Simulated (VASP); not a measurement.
# CaOsO3 (Cmmm) in VASP: single point with LDA

Aim: the single point of CaOsO3 with LDA.

Program: VASP 6.6.1. These are calculated values, not measurements. Logs are shortened: lines on timing, memory, paths and dates and some standing lists are left out, and cuts for length are marked.

**1. The cell of the first run**

Symmetry: Cmmm, No. 65, orthorhombic system. The conventional cell has a = 5.449 Å, b = 5.729 Å, c = 3.952 Å, α = 90.00°, β = 90.00°, γ = 90.00°. Ca (site symmetry mmm) has 12 O at 2.72 to 2.86 Å and 8 Os at 3.37 to 3.48 Å within 3.6 Å. Within 2.6 Å of Os (site symmetry mmm) lie 6 O at 1.98 Å. Within 2.6 Å of O (site symmetry mmm) lie 2 Os at 1.98 Å. Within 2.6 Å of O (site symmetry 2/m) lie 2 Os at 1.98 Å.

**2. Single point, LDA**

The input, INCAR:

```
SYSTEM = CaOsO3
  PREC = Accurate
  ENCUT = 520
  EDIFF = 1E-6
  ISMEAR = -1
  SIGMA = 0.15
  LREAL = .False.
  LASPH = .True.
  NELM = 100
  ALGO = Normal
  ISIF = 2
  LWAVE = .False.
  LCHARG = .False.
  GGA = CA
  NBANDS = 26
```

The input, KPOINTS:

```
regular mesh
0
Gamma
  9 9 9
  0 0 0
```

The input, POSCAR:

```
CaOsO3
1.0
    3.9521600000      0.0988040000      0.0000000000
    0.0988040000      3.9521600000      0.0000000000
    0.0000000000      0.0000000000      3.9521600000
Ca Os O
1 1 3
Direct
    0.0000000000      0.0000000000      0.0000000000
    0.5000000000      0.5000000000      0.5000000000
    0.5000000000      0.5000000000      0.0000000000
    0.5000000000      0.0000000000      0.5000000000
    0.0000000000      0.5000000000      0.5000000000
```

Potentials or basis: VASP PAW LDA potentials, release 64 (Ca_sv, Os, O).

On the command line:

```console
> cat potpaw_LDA.64/Ca_sv/POTCAR potpaw_LDA.64/Os/POTCAR potpaw_LDA.64/O/POTCAR > POTCAR
> mpirun -np 1 vasp_std > vasp.out
```

OUTCAR:

```text
SYSTEM = CaOsO3
   PREC = Accurate
   ENCUT = 520
   EDIFF = 1E-6
   ISMEAR = -1
   LREAL = .False.
   LASPH = .True.
   NELM = 100
   ISIF = 2
   GGA = CA

 ion  position               nearest neighbor table
   1  0.000  0.000  0.000-
   2  0.500  0.500  0.500-   3 1.98   3 1.98   5 1.98   4 1.98   4 1.98   5 1.98
   3  0.500  0.500  0.000-   2 1.98   2 1.98
   4  0.500  0.000  0.500-   2 1.98   2 1.98
   5  0.000  0.500  0.500-   2 1.98   2 1.98

  LATTYP: Found a base centered orthorhombic cell.
 ALAT       =     5.4494683159
 B/A-ratio  =     1.0512820513
 C/A-ratio  =     0.7252377243

  Lattice vectors:

 A1 = (  -0.0988040000,  -3.9521600000,   0.0000000000)
 A2 = (   3.9521600000,   0.0988040000,   0.0000000000)
 A3 = (   0.0000000000,   0.0000000000,   3.9521600000)

Analysis of symmetry for initial positions (statically):
=====================================================================
 Subroutine PRICEL returns:
 Original cell was already a primitive cell.

 Routine SETGRP: Setting up the symmetry group for a
 base centered orthorhombic supercell.

 Subroutine GETGRP returns: Found  8 space group operations
 (whereof  8 operations were pure point group operations)
 out of a pool of  8 trial point group operations.

The static configuration has the point symmetry D_2h.

Analysis of symmetry for dynamics (positions and initial velocities):
=====================================================================
 Subroutine PRICEL returns:
 Original cell was already a primitive cell.

 Routine SETGRP: Setting up the symmetry group for a
 base centered orthorhombic supercell.

 Subroutine GETGRP returns: Found  8 space group operations
 (whereof  8 operations were pure point group operations)
 out of a pool of  8 trial point group operations.

The dynamic configuration has the point symmetry D_2h.

 Subroutine INISYM returns: Found  8 space group operations
 (whereof  8 operations are pure point group operations),
 and found     1 'primitive' translations

----------------------------------------------------------------------------------------

                                     Primitive cell

  volume of cell :      61.6925

[... 91 lines left out ...]
   LASPH  =      T    aspherical Exc in radial PAW
   ENCUT  =  520.0 eV  38.22 Ry    6.18 a.u.   7.35  7.35  7.35*2*pi/ulx,y,z
   NELM   =    100;   NELMIN=  2; NELMDL= -5     # of ELM steps
   EDIFF  = 0.1E-05   stopping-criterion for ELM
   LREAL  =      F    real-space projection
   EDIFFG = 0.1E-04   stopping-criterion for IOM
   NSW    =      0    number of steps for IOM
   IBRION =     -1    ionic relax: 0-MD 1-quasi-New 2-CG
   NFREE  =      0    steps in history (QN), initial steepest desc. (CG)
   ISIF   =      2    stress and relaxation
   ISYM   =      2    0-nonsym 1-usesym 2-fastsym
   POTIM  = 0.5000    time-step for ionic-motion
   TEBEG  =    0.0;   TEEND  =   0.0 temperature during run
   PSTRESS=    0.0 pullay stress
   NELECT =      36.0000    total number of electrons
   NUPDOWN=      -1.0000    fix difference up-down
   EMIN   =  10.00;   EMAX   =-10.00  energy-range for DOS
   EFERMI =   0.00;   METHOD = LEGACY
   ISMEAR =    -1;   SIGMA  =   0.15  broadening in eV -4-tet -1-fermi 0-gaus
   EFERMI_NEDOS =   21; number of points for ismear=-14 and -15
   IALGO  =     38    algorithm
   IMIX   =      4    mixing-type and parameters
     AMIX     =   0.40;   BMIX     =  1.00
     AMIX_MAG =   1.60;   BMIX_MAG =  1.00
  volume/ion in A,a.u.               =      12.34        83.26
  Fermi-wavevector in a.u.,A,eV,Ry     =   1.368038  2.585218 25.463702  1.871529
  Thomas-Fermi vector in A             =   2.494038
   LORBIT       =      0    0 simple, 1 ext, 2 COOP (PROOUT), +10 PAW based schemes
   GGA     = CA    functional components
   LHFCALC =     F    Hartree Fock is set to
   AEXX    =    0.0000 exact exchange contribution
   IVDW    =     0    specifies the selected vdW correction
   LEPSILON=     F    determine dielectric tensor
   LRPA    =     F    only Hartree local field effects (RPA)
 non-spin polarized calculation
  energy-cutoff  :      520.00
  volume of cell :       61.69
 maximum number of plane-waves:      1690
 NGX is ok and might be reduce to    30
   NGX = 15   NGY = 15   NGZ = 15

 number of electron      35.9999989 magnetization

 Free energy of the ion-electron system (eV)
  ---------------------------------------------------
  ext. energy  EPLUGINS =         0.00000000
  ---------------------------------------------------
  free energy    TOTEN  =       -40.34270169 eV

  energy without entropy =      -40.09132683  energy(sigma->0) =      -40.21701426

 E-fermi :   5.7466     XC(G=0): -11.6575

 val. band max:        5.7462402703   @ k =   0.3333   0.3333   0.0000
 cond. band min:       5.7470397001   @ k =   0.0000   0.0000   0.4444
 fundamental gap:      0.0007994297
 Fermi energy:         5.7466166985

 k-point     1 :       0.0000    0.0000    0.0000
  band No.  band energies     occupation
      1     -35.5689      2.00000
      2     -16.8241      2.00000
      3     -16.8224      2.00000
      4     -16.8215      2.00000
      5     -14.7045      2.00000
      6     -13.6296      2.00000
[... 685 lines left out ...]
     25      10.2279      0.00000
     26      12.2138      0.00000

 [... further k-points ...]

------------------------ aborting loop because EDIFF is reached ----------------------------------------

  FORCE on cell =-STRESS in cart. coord.  units (eV):
  Direction    XX          YY          ZZ          XY          YZ          ZX
  --------------------------------------------------------------------------------------
  -------------------------------------------------------------------------------------
  Total       -4.5789455     -4.5789455     -4.5939506     -0.5155938      0.0000000      0.0000000
  in kB     -118.9170214   -118.9170214   -119.3067104    -13.3901750      0.0000000      0.0000000
  external PRESSURE =    -119.0469177 kB  Pullay stress =       0.0000000 kB

 VOLUME and BASIS-vectors are now :
 -----------------------------------------------------------------------------
  energy-cutoff  :      520.00
  volume of cell :       61.69
      direct lattice vectors                 reciprocal lattice vectors
     3.952160000  0.098804000  0.000000000     0.253184434 -0.006329611  0.000000000
     0.098804000  3.952160000  0.000000000    -0.006329611  0.253184434  0.000000000
     0.000000000  0.000000000  3.952160000     0.000000000  0.000000000  0.253026193

 POSITION                                       TOTAL-FORCE (eV/Angst)
 -----------------------------------------------------------------------------------
      0.00000      0.00000      0.00000        -0.000000      0.000000      0.000000
      2.02548      2.02548      1.97608         0.000000     -0.000000      0.000000
      2.02548      2.02548      0.00000        -0.000000     -0.000000      0.000000
      1.97608      0.04940      1.97608        -0.000000      0.000000      0.000000
      0.04940      1.97608      1.97608        -0.000000      0.000000      0.000000
 -----------------------------------------------------------------------------------
    total drift:                                0.000000      0.000000     -0.000000

  FREE ENERGIE OF THE ION-ELECTRON SYSTEM (eV)
  ---------------------------------------------------
  free  energy   TOTEN  =       -40.3427016944 eV

  energy  without entropy=      -40.0913268338  energy(sigma->0) =      -40.21701426
```

OSZICAR:

```text
N       E                     dE             d eps       ncg     rms          rms(c)
DAV:   1     0.301372572488E+03    0.30137E+03   -0.19004E+04  6500   0.139E+03
DAV:   2    -0.213295439576E+02   -0.32270E+03   -0.30962E+03  7430   0.389E+02
DAV:   3    -0.456073310395E+02   -0.24278E+02   -0.23724E+02  8066   0.101E+02
DAV:   4    -0.464861785202E+02   -0.87885E+00   -0.87274E+00 10906   0.174E+01
DAV:   5    -0.464987661299E+02   -0.12588E-01   -0.12566E-01  8052   0.184E+00    0.554E+01
DAV:   6    -0.407311178855E+02    0.57676E+01   -0.32246E+01  8790   0.375E+01    0.176E+01
DAV:   7    -0.404485214852E+02    0.28260E+00   -0.36065E+00  9086   0.147E+01    0.171E+01
DAV:   8    -0.403574398964E+02    0.91082E-01   -0.36312E-01  9794   0.530E+00    0.503E+00
DAV:   9    -0.403430695465E+02    0.14370E-01   -0.54847E-02  8308   0.172E+00    0.391E-01
DAV:  10    -0.403427982231E+02    0.27132E-03   -0.63839E-03  9430   0.554E-01    0.598E-01
DAV:  11    -0.403428004586E+02   -0.22355E-05   -0.53311E-04  9232   0.178E-01    0.311E-01
DAV:  12    -0.403427035962E+02    0.96862E-04   -0.26187E-04  9278   0.123E-01    0.189E-01
DAV:  13    -0.403427017043E+02    0.18918E-05   -0.36685E-05  8476   0.355E-02    0.553E-02
DAV:  14    -0.403427016944E+02    0.99044E-08   -0.12697E-06  5658   0.850E-03
   1 F= -.40342702E+02 E0= -.40217014E+02  d E =-.251375E+00
```

Run time: 5 min. Hardware: 1 thread of AMD EPYC 7R13, shared host; peak memory 0.28 GiB.

Results:

```yaml
Free_energy: -40.3427 eV
Pressure: -11.9 GPa
Band_gap_on_the_k_mesh: zero (band 18 reaches 6.57 eV, above the bottom of band 19 at 2.76 eV)
```

Levels at points of the mesh, in eV from the Fermi level:
| k point | band 15 | band 16 | band 17 | band 18 | band 19 | band 20 | band 21 | band 22 |
| --- | --- | --- | --- | --- | --- | --- | --- | --- |
| (0.00, 0.00, 0.00) | -3.61 | -3.43 | -3.05 | -3.03 | -2.99 | 0.44 | 0.44 | 1.88 |

Caveat: spin-orbit coupling is left out, which moves the levels of the heavy elements.
